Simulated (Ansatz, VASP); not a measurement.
## HgTe: VASP beside Ansatz

The input POSCAR:

```
HgTe
1.0
    4.2336391951      0.0000000000      0.0000000000
   -2.1168195976      3.6664390934      0.0000000000
    0.0000000000      0.0000000000      7.3965767523
Hg Te
2 2
Direct
    0.0000000000      0.0000000000      0.0000000000
    0.0000000000      0.0000000000      0.5000000000
    0.3333333333      0.6666666667      0.2500000000
    0.6666666667      0.3333333333      0.7500000000
```

INCAR.step1

```
ALGO = Normal
EDIFF = 1E-4
ENCUT = 520
GGA = PE
ISMEAR = -1
LASPH = T
LCHARG = F
LREAL = F
LWAVE = T
NBANDS = 26
NELM = 80
PREC = Accurate
SIGMA = 0.02
```

File INCAR.step2:

```
ALGO = Normal
EDIFF = 1E-7
ENCUT = 520
ISIF = 2
ISMEAR = -1
ISTART = 1
LASPH = T
LCHARG = T
LELF = T
LMIXTAU = T
LREAL = F
LVHAR = T
LWAVE = F
METAGGA = R2SCAN
NBANDS = 26
NELM = 80
PREC = Accurate
SIGMA = 0.02
```

KPOINTS

```
k-points
0
Gamma
  12 12 4
```

Input for Ansatz:

```yaml
crystal:
  lattice:
    - [4.2336391951, 0.0, 0.0]
    - [-2.1168195976, 3.6664390934, 0.0]
    - [0.0, 0.0, 7.3965767523]
  atoms:
    - { symbol: Hg, position: [0.0, 0.0, 0.0] }
    - { symbol: Hg, position: [0.0, 0.0, 0.5] }
    - { symbol: Te, position: [0.3333333333, 0.6666666667, 0.25] }
    - { symbol: Te, position: [0.6666666667, 0.3333333333, 0.75] }
kpoints:
  mp_grid: { grid: [12, 12, 4] }
  band_path:
    path:
      - [0.0, 0.0, 0.0]
      - [0.5, 0.0, 0.0]
      - [0.3333333333, 0.3333333333, 0.0]
      - [0.0, 0.0, 0.5]
      - [0.5, 0.0, 0.5]
      - [0.3333333333, 0.3333333333, 0.5]
    npoints: 1
hamiltonian:
  xc: r2scan
scf:
  occupations: { method: fermi_dirac, width: 0.02 }
  n_extra_bands: 5
output:
  forces: true
  stress: true
  eigenvalues: true
```

Alike in both runs: task single point; functional r2SCAN; k mesh 12 × 12 × 4; occupations fermi-dirac, width 0.02 eV; no spin polarisation.

```csv
,VASP,Ansatz
version,VASP 6.6.1,Ansatz 0.2.0
potentials or method,"VASP PAW PBE potentials, release 64 (Hg, Te)","plane waves, PAW"
plane-wave cutoff (eV),520,500
valence electrons in the cell,36,72
```

```csv
,VASP,Ansatz,Ansatz less VASP
pressure (GPa),0.2,0.1,-0.17
"traceless stress, the component that is largest in VASP (GPa)",-0.15,-0.18,-0.024
```

VASP's potentials were made for PBE, not for r2SCAN. With one functional, cell and mesh, what is left measures potentials, basis and numerics. VASP's potentials hold 36 valence electrons a cell and Ansatz's 72, so a difference there can come from the potentials and not from the codes.

Neither program's run includes spin-orbit coupling.
